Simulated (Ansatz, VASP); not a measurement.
## Na: VASP beside Ansatz

The input INCAR:

```
PREC = Accurate ; ENCUT = 520
EDIFF = 1E-6 ; ISMEAR = 0
SIGMA = 0.15 ; LREAL = False
LASPH = True ; NELM = 100
ALGO = Fast ; ISIF = 2
LWAVE = False ; LCHARG = False
GGA = PS ; NBANDS = 14
```

Contents of KPOINTS:

```
Automatic mesh
0
Gamma
  12 12 10
```

The input POSCAR:

```
Na
1.0
    0.0000000000     -3.6649006073      0.0000000000
   -3.6649006073      0.0000000000      0.0000000000
    0.0000000000      0.0000000000     -5.1369399437
Na
2
Direct
    0.5000000000      0.5547335989      0.5000000000
    0.0000000000     -0.0547335989      0.0000000000
```

Input for Ansatz:

```yaml
crystal:
  lattice:
    - [0.0, -3.6649006073, 0.0]
    - [-3.6649006073, 0.0, 0.0]
    - [0.0, 0.0, -5.1369399437]
  atoms:
    - { symbol: Na, position: [0.5, 0.5547335989, 0.5] }
    - { symbol: Na, position: [0.0, -0.0547335989, 0.0] }
basis:
  ecutwfc: 520.0
kpoints:
  mp_grid: { grid: [12, 12, 10] }
hamiltonian:
  xc: pbesol
scf:
  occupations: { method: gaussian, width: 0.15 }
output:
  forces: true
  stress: true
  eigenvalues: true
```

Change from the starting cell: mode 4 frozen in at -0.204 Å, equal normal strain along x, y and z -0.0167.

Alike in both runs: task single point; functional PBEsol; k mesh 12 × 12 × 10; occupations gaussian, width 0.15 eV; no spin polarisation.

|  | VASP | Ansatz |
| --- | --- | --- |
| version | VASP 6.6.1 | Ansatz 0.2.0 |
| potentials or method | VASP PAW PBE potentials, release 64 (Na_pv), cutoff 520 eV | scalar-relativistic, plane waves, PAW |
| valence electrons in the cell | 14 | 18 |

|  | VASP | Ansatz | Ansatz less VASP |
| --- | --- | --- | --- |
| gap on the k mesh at the Fermi level (eV) | none | none | - |
| pressure (GPa) | 0.5 | 0.6 | +0.04 |
| traceless stress, the component that is largest in VASP (GPa) | -0.30 | -0.30 | +0.002 |
| rms of the force components (eV/Å) | 0.095 | 0.095 | -0.0004 |

VASP's potentials were made for PBE, not for PBEsol. Atom by atom the forces differ by 0.000 eV/Å (rms over components). A gap of «none» marks a metal or a gap that the smearing closes. The functional is the same, so the differences come from potentials, cutoffs and numerics. VASP's potentials hold 14 valence electrons a cell and Ansatz's 18, so a difference there can come from the potentials and not from the codes.
